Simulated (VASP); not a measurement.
# Se (P6/mmm) in VASP: notebook, part 2 of 2

VASP 6.6.1. The steps go on from the part before.

### Step 3. Single point, PBE

This run uses another cell than the first one, of 38.92 Å³/atom.

Input file INCAR:

```
  ALGO = Normal
  EDIFF = 1E-7
  ENCUT = 520
  GGA = PE
  ISIF = 2
  ISMEAR = 0
  LASPH = T
  LCHARG = T
  LELF = T
  LREAL = F
  LVHAR = T
  LWAVE = F
  NBANDS = 13
  NELM = 60
  PREC = Accurate
  SIGMA = 0.1
```

Input file KPOINTS:

```
k-points
0
Gamma
  6 6 4
```

Input file POSCAR:

```
Se
1.0
    4.4475880419      0.0000000035      0.0000000000
   -2.2237940239      3.8517242281      0.0000000000
    0.0000000000      0.0000000000      4.5435909185
Se
2
Direct
    0.3333333333      0.6666666667      0.0000000000
    0.6666666667      0.3333333333      0.0000000000
```

Potentials or basis: VASP PAW PBE potentials, release 64 (Se).

Run with:

```
$ cat potpaw_PBE.64/Se/POTCAR > POTCAR
$ mpirun -np 1 vasp_std > vasp.out
```

OUTCAR:

```text
EDIFF = 1E-7
   ENCUT = 520
   GGA = PE
   ISIF = 2
   ISMEAR = 0
   LASPH = T
   LREAL = F
   NELM = 60
   PREC = Accurate

 ion  position               nearest neighbor table
   1  0.333  0.667  0.000-   2 2.57   2 2.57   2 2.57
   2  0.667  0.333  0.000-   1 2.57   1 2.57   1 2.57

  LATTYP: Found a hexagonal cell.
 ALAT       =     4.4475880419
 C/A-ratio  =     1.0215853797

  Lattice vectors:

 A1 = (   4.4475880419,   0.0000000035,   0.0000000000)
 A2 = (  -2.2237940239,   3.8517242281,   0.0000000000)
 A3 = (   0.0000000000,   0.0000000000,   4.5435909185)

Analysis of symmetry for initial positions (statically):
=====================================================================
 Subroutine PRICEL returns:
 Original cell was already a primitive cell.

 Routine SETGRP: Setting up the symmetry group for a
 hexagonal supercell.

 Subroutine GETGRP returns: Found 24 space group operations
 (whereof 24 operations were pure point group operations)
 out of a pool of 24 trial point group operations.

The static configuration has the point symmetry D_6h.

Analysis of symmetry for dynamics (positions and initial velocities):
=====================================================================
 Subroutine PRICEL returns:
 Original cell was already a primitive cell.

 Routine SETGRP: Setting up the symmetry group for a
 hexagonal supercell.

 Subroutine GETGRP returns: Found 24 space group operations
 (whereof 24 operations were pure point group operations)
 out of a pool of 24 trial point group operations.

The dynamic configuration has the point symmetry D_6h.

 Subroutine INISYM returns: Found 24 space group operations
 (whereof 24 operations are pure point group operations),
 and found     1 'primitive' translations

----------------------------------------------------------------------------------------

                                     Primitive cell

  volume of cell :      77.8357

  direct lattice vectors                    reciprocal lattice vectors
     4.447588042  0.000000003  0.000000000     0.224840968  0.129811993  0.000000000
    -2.223794024  3.851724228  0.000000000    -0.000000000  0.259623987  0.000000000
     0.000000000  0.000000000  4.543590918     0.000000000  0.000000000  0.220090237

  length of vectors
     4.447588042  4.447588042  4.543590918     0.259623987  0.259623987  0.220090237

  position of ions in fractional coordinates (direct lattice)
     0.333333333  0.666666667  0.000000000
     0.666666667  0.333333333  0.000000000

  ion indices of the primitive-cell ions
   primitive index   ion index
                 1           1
                 2           2

----------------------------------------------------------------------------------------

 KPOINTS: k-points

Automatic generation of k-mesh.
 Grid dimensions read from file:
 generate k-points for:    6    6    4

 Generating k-lattice:

  Cartesian coordinates                     Fractional coordinates (reciprocal lattice)
     0.037473495  0.021635332  0.000000000     0.166666667  0.000000000  0.000000000
    -0.000000000  0.043270664  0.000000000     0.000000000  0.166666667  0.000000000
     0.000000000  0.000000000  0.055022559     0.000000000  0.000000000  0.250000000

  Length of vectors
     0.043270664  0.043270664  0.055022559

  Shift w.r.t. Gamma in fractional coordinates (k-lattice)
     0.000000000  0.000000000  0.000000000

 Subroutine IBZKPT returns following result:
 ===========================================

 Found     21 irreducible k-points:

 Following reciprocal coordinates:
            Coordinates               Weight
  0.000000  0.000000  0.000000      1.000000
  0.166667  0.000000  0.000000      6.000000
  0.333333  0.000000  0.000000      6.000000
  0.500000  0.000000  0.000000      3.000000
  0.166667  0.166667  0.000000      6.000000
  0.333333  0.166667  0.000000     12.000000
[... 13 lines left out ...]
  0.333333  0.166667  0.500000     12.000000
  0.333333  0.333333  0.500000      2.000000
   k-points           NKPTS =     21   k-points in BZ     NKDIM =     21   number of bands    NBANDS=     13
   number of dos      NEDOS =    301   number of ions     NIONS =      2
   total plane-waves  NPLWV =  46656
   dimension x,y,z NGX =    36 NGY =   36 NGZ =   36
   dimension x,y,z NGXF=    72 NGYF=   72 NGZF=   72
   ions per type =               2
   NGX,Y,Z   is equivalent  to a cutoff of  13.46, 13.46, 13.17 a.u.
   NGXF,Y,Z  is equivalent  to a cutoff of  26.91, 26.91, 26.34 a.u.
 SYSTEM =  unknown system
   PREC   = accura    normal or accurate (medium, high low for compatibility)
   ISTART =      0    job   : 0-new  1-cont  2-samecut
   ICHARG =      2    charge: 1-file 2-atom 10-const
   ISPIN  =      1    spin polarized calculation?
   LNONCOLLINEAR =      F non collinear calculations
   LSORBIT =      F    spin-orbit coupling
   LASPH  =      T    aspherical Exc in radial PAW
   ENCUT  =  520.0 eV  38.22 Ry    6.18 a.u.   8.27  8.27  8.45*2*pi/ulx,y,z
   NELM   =     60;   NELMIN=  2; NELMDL= -5     # of ELM steps
   EDIFF  = 0.1E-06   stopping-criterion for ELM
   LREAL  =      F    real-space projection
   EDIFFG = 0.1E-05   stopping-criterion for IOM
   NSW    =      0    number of steps for IOM
   IBRION =     -1    ionic relax: 0-MD 1-quasi-New 2-CG
   NFREE  =      0    steps in history (QN), initial steepest desc. (CG)
   ISIF   =      2    stress and relaxation
   ISYM   =      2    0-nonsym 1-usesym 2-fastsym
   POTIM  = 0.5000    time-step for ionic-motion
   TEBEG  =    0.0;   TEEND  =   0.0 temperature during run
   PSTRESS=    0.0 pullay stress
   NELECT =      12.0000    total number of electrons
   NUPDOWN=      -1.0000    fix difference up-down
   EMIN   =  10.00;   EMAX   =-10.00  energy-range for DOS
   EFERMI =   0.00;   METHOD = LEGACY
   ISMEAR =     0;   SIGMA  =   0.10  broadening in eV -4-tet -1-fermi 0-gaus
   EFERMI_NEDOS =   21; number of points for ismear=-14 and -15
   IALGO  =     38    algorithm
   IMIX   =      4    mixing-type and parameters
     AMIX     =   0.40;   BMIX     =  1.00
     AMIX_MAG =   1.60;   BMIX_MAG =  1.00
  volume/ion in A,a.u.               =      38.92       262.63
  Fermi-wavevector in a.u.,A,eV,Ry     =   0.877827  1.658852 10.484380  0.770580
  Thomas-Fermi vector in A             =   1.997829
   LORBIT       =      0    0 simple, 1 ext, 2 COOP (PROOUT), +10 PAW based schemes
   GGA     = PE    functional components
   LHFCALC =     F    Hartree Fock is set to
   AEXX    =    0.0000 exact exchange contribution
   IVDW    =     0    specifies the selected vdW correction
   LEPSILON=     F    determine dielectric tensor
   LRPA    =     F    only Hartree local field effects (RPA)
 non-spin polarized calculation
 Gauss-broadening in eV      SIGMA  =   0.10
  energy-cutoff  :      520.00
  volume of cell :       77.84
 maximum number of plane-waves:      2126
 NGX is ok and might be reduce to    36
   NGX = 17   NGY = 17   NGZ = 17

 number of electron      11.9999997 magnetization

 Free energy of the ion-electron system (eV)
  ---------------------------------------------------
  ext. energy  EPLUGINS =         0.00000000
  ---------------------------------------------------
  free energy    TOTEN  =        -6.04599120 eV

  energy without entropy =       -6.02509208  energy(sigma->0) =       -6.03554164

 E-fermi :   0.6200     XC(G=0):  -7.0689

 val. band max:        0.6045641306   @ k =   0.1667   0.0000   0.0000
 cond. band min:       0.6383567344   @ k =   0.0000   0.0000   0.2500
 fundamental gap:      0.0337926038
 Fermi energy:         0.6199684910

 k-point     1 :       0.0000    0.0000    0.0000
  band No.  band energies     occupation
      1     -14.8292      2.00000
      2      -9.4587      2.00000
      3      -4.1805      2.00000
      4      -4.1805      2.00000
      5      -2.6964      2.00000
      6       0.6003      1.21893
      7       0.6003      1.21893
      8       1.5702      0.00000
      9       4.0908      0.00000
     10       7.3490      0.00000
     11      10.3156      0.00000
     12      10.3156      0.00000
     13      12.8106      0.00000
[... 306 lines left out ...]
  band No.  band energies     occupation
      1     -12.8658      2.00000
      2     -12.8658      2.00000
      3      -5.5584      2.00000
      4      -1.6257      2.00000
      5      -1.6257      2.00000
      6      -0.1790      2.00000
      7      -0.1790      2.00000
      8       4.9710      0.00000
      9       5.1437      0.00000
     10       6.0269      0.00000
     11      10.0785      0.00000
     12      10.0785      0.00000
     13      12.6266      0.00000

------------------------ aborting loop because EDIFF is reached ----------------------------------------

  FORCE on cell =-STRESS in cart. coord.  units (eV):
  Direction    XX          YY          ZZ          XY          YZ          ZX
  --------------------------------------------------------------------------------------
  -------------------------------------------------------------------------------------
  Total        0.0584402      0.0584402      0.0733480      0.0000000     -0.0000000      0.0000000
  in kB        1.2029382      1.2029382      1.5098024      0.0000000     -0.0000000      0.0000000
  external PRESSURE =       1.3052263 kB  Pullay stress =       0.0000000 kB

 VOLUME and BASIS-vectors are now :
 -----------------------------------------------------------------------------
  energy-cutoff  :      520.00
  volume of cell :       77.84
      direct lattice vectors                 reciprocal lattice vectors
     4.447588042  0.000000003  0.000000000     0.224840968  0.129811993  0.000000000
    -2.223794024  3.851724228  0.000000000    -0.000000000  0.259623987  0.000000000
     0.000000000  0.000000000  4.543590918     0.000000000  0.000000000  0.220090237

 POSITION                                       TOTAL-FORCE (eV/Angst)
 -----------------------------------------------------------------------------------
     -0.00000      2.56782      0.00000         0.000000      0.000000      0.000000
      2.22379      1.28391      0.00000        -0.000000     -0.000000     -0.000000
 -----------------------------------------------------------------------------------
    total drift:                                0.000000      0.000000      0.000000

  FREE ENERGIE OF THE ION-ELECTRON SYSTEM (eV)
  ---------------------------------------------------
  free  energy   TOTEN  =        -6.0459912049 eV

  energy  without entropy=       -6.0250920802  energy(sigma->0) =       -6.03554164
```

stdout:

```text
POSCAR found type information on POSCAR Se
 POSCAR found :  1 types and       2 ions
 scaLAPACK will be used
 LDA part: xc-table for (Slater+PW92), standard interpolation
 POSCAR, INCAR and KPOINTS ok, starting setup
 FFT: planning ... GRIDC
 FFT: planning ... GRID_SOFT
 FFT: planning ... GRID
 WAVECAR not read
 entering main loop
```

Run time: 10 s. Hardware: 1 thread of Intel Xeon 6975P-C (Granite Rapids), shared host; peak memory 0.2 GiB.

What came out:

* Free energy: -6.0460 eV
* Pressure: 0.1 GPa
* Band gap on the k mesh: zero (bands 6 and 7 overlap by 0.93 eV)

Levels at points of the mesh, in eV from the Fermi level:
| k point | band 3 | band 4 | band 5 | band 6 | band 7 | band 8 | band 9 | band 10 |
| --- | --- | --- | --- | --- | --- | --- | --- | --- |
| (0.00, 0.00, 0.00) | -4.80 | -4.80 | -3.32 | -0.02 | -0.02 | 0.95 | 3.47 | 6.73 |
| (0.50, 0.00, 0.00) | -5.58 | -3.41 | -2.18 | -0.92 | 1.56 | 2.91 | 5.62 | 5.73 |
| (0.00, 0.00, 0.50) | -4.76 | -4.76 | -4.14 | 0.06 | 0.06 | 0.54 | 6.67 | 7.34 |
| (0.50, 0.00, 0.50) | -5.53 | -3.32 | -2.89 | -1.57 | 1.60 | 2.95 | 5.81 | 6.73 |

Caveat: this functional lacks dispersion, which binds layers or chains, so the pressure and a relaxed spacing across them are unreliable.

The gap in the log of VASP goes by the Fermi energy; the results here count the filled bands.